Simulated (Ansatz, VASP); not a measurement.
One calculation of ScHO2, two programs

The input INCAR:

```
PREC     = Accurate       # precision mode
ENCUT    = 520            # plane-wave cutoff, eV
EDIFF    = 1E-6           # SCF threshold, eV
ISMEAR   = 0              # smearing method
SIGMA    = 0.05           # smearing width, eV
LREAL    = False          # projectors in reciprocal space
LASPH    = True           # aspherical terms in the spheres
NELM     = 100            # most SCF steps
ALGO     = Normal         # electronic algorithm
ISIF     = 2              # what is computed and relaxed
LWAVE    = False          # write WAVECAR
LCHARG   = False          # write CHGCAR
GGA      = CA             # functional
NBANDS   = 20             # bands
```

KPOINTS

```
regular mesh
0
Gamma
  9 9 9
```

File POSCAR:

```
ScHO2
1.0
    1.6165890435      0.9333381194      4.5309241552
   -1.6165890435      0.9333381194      4.5309241552
    0.0000000000     -1.8666762389      4.5309241552
Sc H O
1 1 2
Direct
    0.0000000000      0.0000000000      0.0000000000
    0.5000000000      0.5000000000      0.5000000000
    0.5897010000      0.5897010000      0.5897010000
    0.4102990000      0.4102990000      0.4102990000
```

Input for Ansatz:

```yaml
crystal:
  lattice:
    - [1.6165890435, 0.9333381194, 4.5309241552]
    - [-1.6165890435, 0.9333381194, 4.5309241552]
    - [0.0, -1.8666762389, 4.5309241552]
  atoms:
    - { symbol: Sc, position: [0.0, 0.0, 0.0] }
    - { symbol: H, position: [0.5, 0.5, 0.5] }
    - { symbol: O, position: [0.589701, 0.589701, 0.589701] }
    - { symbol: O, position: [0.410299, 0.410299, 0.410299] }
basis:
  ecutwfc: 420
kpoints:
  mp_grid: { grid: [9, 9, 9] }
hamiltonian:
  xc: lda
scf:
  occupations: { method: gaussian, width: 0.05 }
output:
  forces: true
  stress: true
  eigenvalues: true
```

Alike in both runs: task single point; functional LDA; k mesh 9 × 9 × 9; occupations gaussian, width 0.05 eV; no spin polarisation.

|  | VASP | Ansatz |
| --- | --- | --- |
| version | VASP 6.6.1 | Ansatz 0.2.0 |
| potentials or method | VASP PAW LDA potentials, release 64 (Sc_sv, H, O), cutoff 520 eV | scalar-relativistic, plane waves, PAW |
| valence electrons in the cell | 24 | 24 |

VASP gave:

- gap on the k mesh at the Fermi level (eV): 3.86
- least direct gap on the mesh (eV): 4.28
- pressure (GPa): -8.7
- traceless stress, the component that is largest in VASP (GPa): 0.59
- rms of the force components (eV/Å): 0.157

Q: Estimate Ansatz's values.

A: gap on the k mesh at the Fermi level (eV): 3.88; least direct gap on the mesh (eV): 4.30; pressure (GPa): -9.6; traceless stress, the component that is largest in VASP (GPa): 0.51; rms of the force components (eV/Å): 0.172.

LDA's correlation is that of Perdew and Zunger in VASP and of Perdew and Wang (1992) in Ansatz. Atom by atom the forces differ by 0.015 eV/Å (rms over components).
